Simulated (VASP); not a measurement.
Input of a VASP 6.6.1 run:

Contents of INCAR:

```
PREC = Accurate
ENCUT = 600
EDIFF = 1E-6
ISMEAR = -1
SIGMA = 0.1
LREAL = F
LASPH = T
NELM = 80
ALGO = Normal
ISIF = 3
LWAVE = F
LCHARG = F
GGA = PS
IBRION = 2
NSW = 80
EDIFFG = -0.01
```

Contents of KPOINTS:

```
regular mesh
0
Gamma
  12 12 7
```

The input POSCAR:

```
Nb
1.0
    2.9403180252      0.0000000000      0.0000000000
   -1.4701590126      2.5463901050      0.0000000000
    0.0000000000      0.0000000000      4.8015393351
Nb
2
Direct
    0.3333333333      0.6666666667      0.2500000000
    0.6666666667      0.3333333333      0.7500000000
```

Potentials or basis: VASP PAW PBE potentials, release 64 (Nb_sv).

The run is started by

```sh
$ cat potpaw_PBE.64/Nb_sv/POTCAR > POTCAR
$ mpirun -np 1 vasp_std > vasp.out
```

(1) What does it give for the band gap on the k mesh?

(2) What does it give for the relaxed volume?

## Answers

(1) zero (band 13 reaches 13.06 eV, above the bottom of band 14 at 10.65 eV).

(2) 18.03 Å³/atom.

Caveat: the PAW data sets were made with another functional, which shifts forces and pressure a little.
